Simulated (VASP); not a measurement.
BeSi:

```
CELL_PARAMETERS angstrom
2.38804 0.00000 0.00000
-1.19402 2.06811 0.00000
0.00000 0.00000 5.97023
ATOMIC_POSITIONS crystal
Be 0.00000 0.00000 0.00000
Si 0.00000 0.00000 0.50000
```

```yaml
Program: VASP 6.6.1
Task: relaxation of cell and atoms
Functional: PBE
Potentials_or_basis: VASP PAW PBE potentials, release 64 (Be, Si)
Cutoff: 600 eV
k_mesh: 12 × 12 × 4
Occupations: gaussian, width 0.1 eV
Spin: no spin polarisation
```

At the start: pressure -2.8 GPa; volume 14.74 Å³/atom.

How do energy, volume and symmetry change on relaxing?

Over 13 steps the energy falls by 121.4 meV/atom and the volume is 12.93 Å³/atom (-12.3 %); space group P6/mmm (No. 191, to 0.05 Å).

Step by step:
```
step  energy change (eV)  largest force (eV/Å)  pressure (GPa)  volume (Å³)
   1              0.0000                0.0000           -2.75        29.49
   2             -0.0392                0.0000           -1.69        28.41
   3             -0.1016                0.0000            5.00        25.26
   4             -0.1229                0.0000            5.43        25.11
   5             -0.2070                0.0000            6.05        24.64
   6             -0.0583                0.0000           14.31        23.48
   7             -0.2115                0.0000            6.44        24.35
   8             -0.2171                0.0000            6.17        24.47
   9             -0.2368                0.0000            2.79        25.16
  10             -0.2415                0.0000            0.11        25.79
  11             -0.2416                0.0000            0.32        25.74
  12             -0.2425                0.0000            0.11        25.81
  13             -0.2427                0.0000           -0.03        25.86
```

Final structure:
```xyz
2
Lattice="2.4705 0.0000 0.0000 -1.2353 2.1395 0.0000 0.0000 0.0000 4.8928" Properties=species:S:1:pos:R:3 pbc="T T T"
Be   -1.2353    2.1395    0.0000
Si    0.0000    0.0000    2.4464
```
